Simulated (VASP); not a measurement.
# Sn3Ge13 (P1) in VASP: relaxation of volume and atoms at fixed shape with PBEsol

Aim: the relaxation of volume and atoms at fixed shape of Sn3Ge13 with PBEsol.

All numbers are computed with VASP 6.6.1; they aren't measurements. Logs are shortened: lines on timing, memory, paths and dates and some standing lists are left out, and cuts for length are marked.

## Step 1: The cell of the first run

The typed cell holds 64 atoms: a = 11.679 Å, b = 11.679 Å, c = 11.679 Å, α = 90.00°, β = 90.00°, γ = 90.00°.

## Step 2: Relaxation of volume and atoms at fixed shape, PBEsol

The input, INCAR:

```
SYSTEM = Sn3Ge13
PREC = Accurate
ENCUT = 550
EDIFF = 1E-7
ISMEAR = -1
SIGMA = 0.05
LREAL = Auto
LASPH = .TRUE.
NELM = 120
ALGO = Normal
ISIF = 8
LWAVE = .FALSE.
LCHARG = .FALSE.
GGA = PS
IBRION = 2
NSW = 100
EDIFFG = -0.03
ISYM = -1
GGA_COMPAT = .FALSE.
NELMIN = 4
KPAR = 1
```

The input, KPOINTS:

```
explicit points
1
Reciprocal
  0.25000000   0.25000000   0.25000000 1
```

The input, POSCAR:

```
Sn3Ge13
1.0
   11.6794700000      0.0000000000      0.0000000000
    0.0000000000     11.6794700000      0.0000000000
    0.0000000000      0.0000000000     11.6794700000
Ge Sn
52 12
Direct
    0.0004990000      0.9996110000      0.0026760000
    0.0000500000      0.5010460000      0.0003340000
    0.0022780000      0.4963880000      0.5008140000
    0.4993240000      0.0010210000      0.9986740000
    0.4989050000      0.9999620000      0.5026850000
    0.5048650000      0.4996410000      0.9986260000
    0.4987970000      0.5010840000      0.4993040000
    0.1268340000      0.1260630000      0.6271840000
    0.1305260000      0.6199970000      0.1246120000
    0.6248620000      0.1250800000      0.1243590000
    0.6264000000      0.1266720000      0.6252140000
    0.6277420000      0.6238680000      0.1254130000
    0.2504260000      0.2501240000      0.9998630000
    0.2510370000      0.2497080000      0.4987400000
    0.2509370000      0.7457530000      0.9986830000
    0.2474380000      0.7516530000      0.4968930000
    0.7507770000      0.2474700000      0.0027890000
    0.7505200000      0.2481500000      0.5007120000
    0.7505030000      0.7508630000      0.9990900000
    0.7481910000      0.7507030000      0.4999460000
    0.3769290000      0.3729840000      0.1217260000
    0.8737800000      0.3749610000      0.1240610000
    0.8751800000      0.8751530000      0.1248380000
    0.8777980000      0.8771990000      0.6253930000
    0.2493160000      0.0006700000      0.2502340000
    0.2478780000      0.9999230000      0.7505920000
    0.2526280000      0.4987450000      0.2505670000
    0.2517750000      0.5017450000      0.7504810000
    0.7504870000      0.9991150000      0.2487120000
    0.7466480000      0.0001730000      0.7533860000
    0.7504250000      0.5007390000      0.2505140000
    0.7530570000      0.4986180000      0.7482080000
    0.3742420000      0.1249650000      0.8745320000
    0.3748020000      0.6230990000      0.8769060000
    0.8730200000      0.1292440000      0.3744260000
    0.8745670000      0.1260540000      0.8750940000
    0.8753140000      0.6244460000      0.3726620000
    0.8717920000      0.6246690000      0.8748240000
    0.9964520000      0.2521380000      0.2504090000
    0.0007770000      0.2501340000      0.7484420000
    0.9997500000      0.7516340000      0.7515160000
    0.5016880000      0.2505560000      0.2508720000
    0.4992990000      0.2521540000      0.7503130000
    0.4992430000      0.7517740000      0.2494090000
    0.4966370000      0.7522660000      0.7479830000
    0.1226610000      0.3754770000      0.3738590000
    0.1270440000      0.3748510000      0.8734110000
    0.1244980000      0.8761230000      0.3737100000
    0.6258500000      0.3747690000      0.3746960000
    0.6233730000      0.3756920000      0.8744060000
    0.6300060000      0.8763100000      0.3751520000
    0.6240590000      0.8742040000      0.8769070000
    0.9977610000      0.0045590000      0.5001550000
    0.1245570000      0.1216680000      0.1238420000
    0.1257670000      0.6254060000      0.6234490000
    0.6250540000      0.6241950000      0.6260740000
    0.3725590000      0.3737490000      0.6249330000
    0.3740540000      0.8733070000      0.1272410000
    0.3715520000      0.8729980000      0.6229380000
    0.8729890000      0.3686130000      0.6258870000
    0.3768120000      0.1228780000      0.3754960000
    0.3748550000      0.6262310000      0.3762000000
    0.0022570000      0.7466770000      0.2528760000
    0.1267740000      0.8738700000      0.8782480000
```

Potentials or basis: VASP PAW PBE potentials, release 64 (Ge_d, Sn_d).

Run with:

```bash
cat potpaw_PBE.64/Ge_d/POTCAR potpaw_PBE.64/Sn_d/POTCAR > POTCAR
mpirun -np 8 vasp_std > vasp.out
```

OUTCAR:

```text
SYSTEM = Sn3Ge13
   PREC = Accurate
   ENCUT = 550
   EDIFF = 1E-7
   ISMEAR = -1
   LREAL = Auto
   LASPH = .TRUE.
   NELM = 120
   ISIF = 8
   GGA = PS
   IBRION = 2
   NSW = 100
   EDIFFG = -0.03
   ISYM = -1
   NELMIN = 4

 ion  position               nearest neighbor table
   1  0.000  1.000  0.003-  54 2.48  23 2.51  64 2.54  36 2.56
   2  0.000  0.501  0.000-   9 2.52  22 2.54  38 2.55  47 2.56
   3  0.002  0.496  0.501-  46 2.48  55 2.53  60 2.58  37 2.58
   4  0.499  0.001  0.999-  33 2.52  52 2.52  10 2.53  58 2.57
   5  0.499  1.000  0.503-  61 2.51  59 2.53  11 2.54  51 2.58
   6  0.505  0.500  0.999-  50 2.47  12 2.52  34 2.53  21 2.55
[... 56 lines left out ...]
  63  0.002  0.747  0.253-  37 2.49  48 2.51   9 2.58  23 2.59
  64  0.127  0.874  0.878-  15 2.51  26 2.53  41 2.54   1 2.54

IMPORTANT INFORMATION: All symmetrisations will be switched off!
NOSYMM: (Re-)initialisation of all symmetry stuff for point group C_1.

----------------------------------------------------------------------------------------

                                     Primitive cell

  volume of cell :    1593.1967

  direct lattice vectors                    reciprocal lattice vectors
    11.679470000  0.000000000  0.000000000     0.085620324  0.000000000  0.000000000
     0.000000000 11.679470000  0.000000000     0.000000000  0.085620324  0.000000000
     0.000000000  0.000000000 11.679470000     0.000000000  0.000000000  0.085620324

  length of vectors
    11.679470000 11.679470000 11.679470000     0.085620324  0.085620324  0.085620324

  position of ions in fractional coordinates (direct lattice)
     0.000499000  0.999611000  0.002676000
     0.000050000  0.501046000  0.000334000
     0.002278000  0.496388000  0.500814000
     0.499324000  0.001021000  0.998674000
     0.498905000  0.999962000  0.502685000
     0.504865000  0.499641000  0.998626000
[... 56 lines left out ...]
     0.002257000  0.746677000  0.252876000
     0.126774000  0.873870000  0.878248000

  ion indices of the primitive-cell ions
   primitive index   ion index
                 1           1
                 2           2
                 3           3
                 4           4
                 5           5
                 6           6
[... 56 lines left out ...]
                63          63
                64          64

----------------------------------------------------------------------------------------

 KPOINTS: explicit points

Read explicit list of k-points.

 Found      1 k-points:

 Following reciprocal coordinates:
            Coordinates               Weight
  0.250000  0.250000  0.250000      1.000000
   k-points           NKPTS =      1   k-points in BZ     NKDIM =      1   number of bands    NBANDS=    544
   number of dos      NEDOS =    301   number of ions     NIONS =     64
   total plane-waves  NPLWV = 729000
   dimension x,y,z NGX =    90 NGY =   90 NGZ =   90
   dimension x,y,z NGXF=   180 NGYF=  180 NGZF=  180
   ions per type =              52  12
   NGX,Y,Z   is equivalent  to a cutoff of  12.81, 12.81, 12.81 a.u.
   NGXF,Y,Z  is equivalent  to a cutoff of  25.62, 25.62, 25.62 a.u.
 SYSTEM =  Sn3Ge13
   PREC   = accura    normal or accurate (medium, high low for compatibility)
   ISTART =      0    job   : 0-new  1-cont  2-samecut
   ICHARG =      2    charge: 1-file 2-atom 10-const
   ISPIN  =      1    spin polarized calculation?
   LNONCOLLINEAR =      F non collinear calculations
   LSORBIT =      F    spin-orbit coupling
   LASPH  =      T    aspherical Exc in radial PAW
   ENCUT  =  550.0 eV  40.42 Ry    6.36 a.u.  22.33 22.33 22.33*2*pi/ulx,y,z
   NELM   =    120;   NELMIN=  4; NELMDL= -5     # of ELM steps
   EDIFF  = 0.1E-06   stopping-criterion for ELM
   LREAL  =      T    real-space projection
   EDIFFG = -.3E-01   stopping-criterion for IOM
   NSW    =    100    number of steps for IOM
   IBRION =      2    ionic relax: 0-MD 1-quasi-New 2-CG
   NFREE  =      1    steps in history (QN), initial steepest desc. (CG)
   ISIF   =      8    stress and relaxation
   ISYM   =     -1    0-nonsym 1-usesym 2-fastsym
   POTIM  = 0.5000    time-step for ionic-motion
   TEBEG  =    0.0;   TEEND  =   0.0 temperature during run
   PSTRESS=    0.0 pullay stress
   NELECT =     896.0000    total number of electrons
   NUPDOWN=      -1.0000    fix difference up-down
   EMIN   =  10.00;   EMAX   =-10.00  energy-range for DOS
   EFERMI =   0.00;   METHOD = LEGACY
   ISMEAR =    -1;   SIGMA  =   0.05  broadening in eV -4-tet -1-fermi 0-gaus
   EFERMI_NEDOS =   21; number of points for ismear=-14 and -15
   IALGO  =     38    algorithm
   IMIX   =      4    mixing-type and parameters
     AMIX     =   0.40;   BMIX     =  1.00
     AMIX_MAG =   1.60;   BMIX_MAG =  1.00
  volume/ion in A,a.u.               =      24.89       167.99
  Fermi-wavevector in a.u.,A,eV,Ry     =   1.351308  2.553602 24.844693  1.826033
  Thomas-Fermi vector in A             =   2.478741
   LORBIT       =      0    0 simple, 1 ext, 2 COOP (PROOUT), +10 PAW based schemes
   GGA     = PS    functional components
   LHFCALC =     F    Hartree Fock is set to
   AEXX    =    0.0000 exact exchange contribution
   IVDW    =     0    specifies the selected vdW correction
   LEPSILON=     F    determine dielectric tensor
   LRPA    =     F    only Hartree local field effects (RPA)
 conjugate gradient relaxation of ions
 non-spin polarized calculation
  energy-cutoff  :      550.00
  volume of cell :     1593.20
 maximum number of plane-waves:     46742
 NGX is ok and might be reduce to    90
   NGX = 45   NGY = 45   NGZ = 45

--------------------------------------- Ionic step        1  -------------------------------------------

 number of electron     895.9999989 magnetization

 Free energy of the ion-electron system (eV)
  ---------------------------------------------------
  ext. energy  EPLUGINS =         0.00000000
  ---------------------------------------------------
  free energy    TOTEN  =      -302.43033790 eV

  energy without entropy =     -302.39637022  energy(sigma->0) =     -302.41335406

------------------------ aborting loop because EDIFF is reached ----------------------------------------

  FORCE on cell =-STRESS in cart. coord.  units (eV):
  Direction    XX          YY          ZZ          XY          YZ          ZX
  --------------------------------------------------------------------------------------
  -------------------------------------------------------------------------------------
  Total        6.7752034      7.6309931      7.0688153     -8.7786656     -9.8292335     -5.9393389
  in kB        6.8133942      7.6740078      7.1086611     -8.8281495     -9.8846394     -5.9728180
  external PRESSURE =       7.1986877 kB  Pullay stress =       0.0000000 kB
[... 275 lines left out ...]
  FREE ENERGIE OF THE ION-ELECTRON SYSTEM (eV)
  ---------------------------------------------------
  free  energy   TOTEN  =      -304.6570849715 eV

  energy  without entropy=     -304.5968975321  energy(sigma->0) =     -304.62699125

[... ionic steps 4 to 14 ...]

--------------------------------------- Ionic step       15  -------------------------------------------

 number of electron     896.0000081 magnetization

------------------------ aborting loop because EDIFF is reached ----------------------------------------

  FORCE on cell =-STRESS in cart. coord.  units (eV):
  Direction    XX          YY          ZZ          XY          YZ          ZX
  --------------------------------------------------------------------------------------
  -------------------------------------------------------------------------------------
  Total        0.1721680     -0.2943317     -0.3210006     -9.7502195     -9.7796870     -9.8084333
  in kB        0.1731939     -0.2960855     -0.3229134     -9.8083179     -9.8379609     -9.8668786
  external PRESSURE =      -0.1486017 kB  Pullay stress =       0.0000000 kB
[... 181 lines left out ...]
  energy  without entropy=     -305.3140766842  energy(sigma->0) =     -305.33387647

--------------------------------------- Ionic step       17  -------------------------------------------

 number of electron     896.0000064 magnetization

 Free energy of the ion-electron system (eV)
  ---------------------------------------------------
  ext. energy  EPLUGINS =         0.00000000
  ---------------------------------------------------
  free energy    TOTEN  =      -305.35564670 eV

  energy without entropy =     -305.31683454  energy(sigma->0) =     -305.33624062

 E-fermi :   4.9035     XC(G=0):  -9.8592

 val. band max:        4.7166341724   @ k =   0.2500   0.2500   0.2500
 cond. band min:       5.0580722000   @ k =   0.2500   0.2500   0.2500
 fundamental gap:      0.3414380275
 Fermi energy:         4.9035013187

 k-point     1 :       0.2500    0.2500    0.2500
  band No.  band energies     occupation
      1     -19.8522      2.00000
      2     -19.8488      2.00000
      3     -19.8433      2.00000
      4     -19.8400      2.00000
      5     -19.8372      2.00000
      6     -19.8355      2.00000
[... 452 lines left out ...]
    459       6.2458      0.00000
    460       6.3123      0.00000
 [bands above 460 left out]

------------------------ aborting loop because EDIFF is reached ----------------------------------------

  FORCE on cell =-STRESS in cart. coord.  units (eV):
  Direction    XX          YY          ZZ          XY          YZ          ZX
  --------------------------------------------------------------------------------------
  -------------------------------------------------------------------------------------
  Total        0.4286548     -0.0545650     -0.0723420     -9.7596328     -9.7667933     -9.8259360
  in kB        0.4314321     -0.0549185     -0.0728107     -9.8228662     -9.8300731     -9.8895989
  external PRESSURE =       0.1012343 kB  Pullay stress =       0.0000000 kB
[... 79 lines left out ...]
  FREE ENERGIE OF THE ION-ELECTRON SYSTEM (eV)
  ---------------------------------------------------
  free  energy   TOTEN  =      -305.3556467048 eV

  energy  without entropy=     -305.3168345390  energy(sigma->0) =     -305.33624062

 reached required accuracy - stopping structural energy minimisation
```

Run time: 68 min. Hardware: 8 MPI ranks of Intel Xeon Platinum 8488C (Sapphire Rapids), shared host; peak memory 0.55 GiB.

What came out:

```yaml
Free_energy: -305.3556 eV
Relaxed_volume: 24.87 Å³/atom
Relaxed_cell: a = 11.676 Å, b = 11.676 Å, c = 11.676 Å, α = 90.00°, β = 90.00°, γ = 90.00°
Space_group_after_relaxing_to_0.1_Å: P1 (No. 1)
Energy_gained_by_relaxing: 45.7 meV/atom
Ionic_steps: 17
Pressure_after_relaxing: 0.0 GPa
Largest_force_after_relaxing: 0.025 eV/Å
```

Forces on the atoms (eV/Å):
```
Ge   0.002 -0.001 -0.018
Ge   0.017  0.000  0.006
Ge   0.000  0.009 -0.007
Ge   0.016  0.001 -0.008
Ge  -0.004  0.006  0.003
Ge  -0.013  0.008  0.019
Ge  -0.011  0.005  0.002
Ge   0.009 -0.001  0.006
Ge  -0.006  0.009  0.008
Ge  -0.011 -0.004  0.009
Ge   0.007 -0.007 -0.014
Ge  -0.006 -0.004 -0.002
Ge   0.001  0.008  0.002
Ge   0.002  0.001  0.016
Ge  -0.016 -0.004  0.000
Ge   0.018 -0.005  0.016
Ge  -0.008  0.003  0.006
Ge   0.014 -0.007  0.007
Ge  -0.008  0.006  0.005
Ge  -0.007 -0.001  0.003
Ge  -0.019  0.002  0.002
Ge   0.005 -0.005  0.010
Ge   0.003  0.006 -0.006
Ge   0.004 -0.010 -0.006
Ge   0.000  0.002  0.008
Ge   0.003  0.007 -0.002
Ge  -0.011  0.017 -0.001
Ge   0.003 -0.008 -0.005
Ge   0.005  0.004  0.016
Ge  -0.002  0.000 -0.011
Ge   0.004  0.011 -0.009
Ge  -0.004  0.002 -0.010
Ge   0.000  0.000  0.006
Ge  -0.009 -0.001  0.001
Ge   0.014 -0.016  0.006
Ge  -0.005 -0.007 -0.012
Ge  -0.004  0.002  0.000
Ge   0.009  0.005 -0.004
Ge   0.002 -0.012  0.005
Ge   0.013  0.012 -0.011
Ge   0.009 -0.005 -0.009
Ge  -0.022 -0.007  0.003
Ge  -0.001  0.006 -0.009
Ge  -0.006 -0.003  0.004
Ge   0.000  0.014 -0.002
Ge  -0.009  0.004  0.002
Ge   0.015 -0.003  0.006
Ge   0.003 -0.005  0.011
Ge   0.012 -0.005 -0.003
Ge  -0.002 -0.003  0.002
Ge  -0.012  0.000  0.000
Ge   0.006 -0.001 -0.006
Sn   0.008 -0.004  0.007
Sn   0.010 -0.004 -0.012
Sn  -0.001 -0.008 -0.004
Sn  -0.006  0.002 -0.014
Sn  -0.006 -0.001  0.005
Sn   0.003 -0.005 -0.001
Sn   0.010  0.007  0.005
Sn  -0.002  0.003 -0.007
Sn  -0.004  0.000  0.004
Sn  -0.011 -0.012 -0.004
Sn   0.005  0.002  0.009
Sn  -0.001 -0.001 -0.024
```

Stress tensor (GPa, compression positive):
```
 0.04 -0.98 -0.99
-0.98 -0.01 -0.98
-0.99 -0.98 -0.01
```

Step by step:
```tsv
step	energy change (eV)	largest force (eV/Å)	pressure (GPa)	volume (Å³)
1	0.0000	1.8636	0.72	1593.20
2	-2.0212	0.7179	-0.72	1619.13
3	-2.2267	0.5407	-1.20	1630.74
4	-2.6457	0.4142	0.26	1587.85
5	-2.6566	0.4281	0.60	1579.09
6	-2.8296	0.2516	0.20	1587.72
7	-2.8547	0.3411	0.01	1592.24
8	-2.8970	0.0979	-0.08	1594.30
9	-2.9009	0.1040	-0.11	1595.10
10	-2.9112	0.0698	0.07	1590.42
11	-2.9118	0.0678	0.20	1586.90
12	-2.9123	0.0680	0.15	1588.16
13	-2.9193	0.0494	0.00	1592.19
14	-2.9195	0.0533	-0.02	1592.78
15	-2.9224	0.0349	-0.01	1592.69
16	-2.9233	0.0502	-0.01	1592.60
17	-2.9253	0.0248	0.01	1591.86
```

Final structure:
```
Ge Sn
1.0
    11.67621    0.00000    0.00000
     0.00000   11.67621    0.00000
     0.00000    0.00000   11.67621
Ge Sn
52 12
Direct
  0.98515 0.00019 0.99981
  0.99819 0.49722 0.99904
  0.99742 0.49734 0.48868
  0.50579 0.00713 0.99492
  0.51494 0.99924 0.50005
  0.50319 0.49928 0.00258
  0.50637 0.49205 0.49365
  0.12824 0.13330 0.63369
  0.12808 0.61186 0.11818
  0.62723 0.12805 0.12170
  0.62895 0.12295 0.62643
  0.63007 0.62407 0.12413
  0.25795 0.25521 0.99564
  0.23755 0.25264 0.49950
  0.25069 0.73542 0.99957
  0.24737 0.75415 0.49547
  0.75201 0.25068 0.00080
  0.74071 0.24460 0.49350
  0.74780 0.75012 0.00003
  0.75492 0.75333 0.49625
  0.37902 0.37482 0.12140
  0.87313 0.37847 0.12400
  0.86477 0.87898 0.12080
  0.86639 0.87255 0.62995
  0.24704 0.99541 0.25244
  0.25301 0.01392 0.75357
  0.24639 0.48771 0.24133
  0.25061 0.50161 0.76151
  0.74722 0.00295 0.24537
  0.74842 0.99960 0.75099
  0.74956 0.49935 0.24813
  0.75136 0.49763 0.76379
  0.38136 0.12961 0.87594
  0.37867 0.62066 0.88120
  0.86606 0.13027 0.36830
  0.87214 0.12535 0.87548
  0.87005 0.62109 0.37514
  0.87251 0.62419 0.88194
  0.98970 0.25783 0.25218
  0.00561 0.24597 0.76029
  0.98277 0.74741 0.75124
  0.50557 0.25509 0.24079
  0.50971 0.24454 0.75464
  0.51675 0.75090 0.24936
  0.49825 0.74991 0.76447
  0.12005 0.37397 0.37014
  0.12615 0.37590 0.87928
  0.12904 0.87649 0.37551
  0.62667 0.37293 0.36867
  0.62671 0.37336 0.88095
  0.63464 0.87742 0.37375
  0.62646 0.87726 0.87720
  0.99752 0.00452 0.50385
  0.12087 0.12845 0.12444
  0.11967 0.62488 0.62534
  0.62622 0.62532 0.62885
  0.37593 0.37205 0.62793
  0.37940 0.87287 0.12224
  0.37762 0.87814 0.62744
  0.87490 0.36956 0.62576
  0.37811 0.12753 0.37517
  0.37651 0.62256 0.36831
  0.00012 0.74797 0.24437
  0.12160 0.87373 0.87514
```

Caveat: the PAW data sets were made with another functional, which shifts forces and pressure a little; spin-orbit coupling is left out, which moves the levels of the heavy elements.
